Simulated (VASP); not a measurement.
Runs of VASP 6.6.1 on H. The structure is that of space group P6_3/mmc (No. 194), or close to it. The cells are those of the table. 

| task | cell | cutoff (eV) | gap on the mesh (eV) | pressure (GPa) | largest force (eV/Å) |
| --- | --- | --- | --- | --- | --- |
| single point | a = 3.761, b = 3.761, c = 5.246 Å, angles 90.0, 90.0, 120.0°, 4 atoms | 520 | 8.06 | (c) | 1.95 |
| single point | a = 4.023, b = 4.023, c = 5.135 Å, angles 90.0, 90.0, 120.0°, 4 atoms | 520 | 8.67 | (a) | (b) |
| single point | a = 3.839, b = 3.839, c = 5.042 Å, angles 90.0, 90.0, 120.0°, 4 atoms | 520 | 9.11 | -0.1 | 0.01 |
| relaxation of cell and atoms | relaxed from a = 3.840, b = 3.840, c = 5.045 Å, angles 90.0, 90.0, 120.0°, 4 atoms | 600 | 9.10 | 0.0 | - |

Alike in all rows: level PBEsol; potentials or basis VASP PAW PBE potentials, release 64 (H); no spin polarisation; k mesh 9 × 9 × 6; smearing gaussian 0.02 eV.

Problem. Fill in the values left out.

Solution. (a) -2.1; (b) 1.57; (c) -2.9.

Caveats: the PAW data sets were made with another functional, which shifts forces and pressure a little.

A k mesh can miss the band edges.
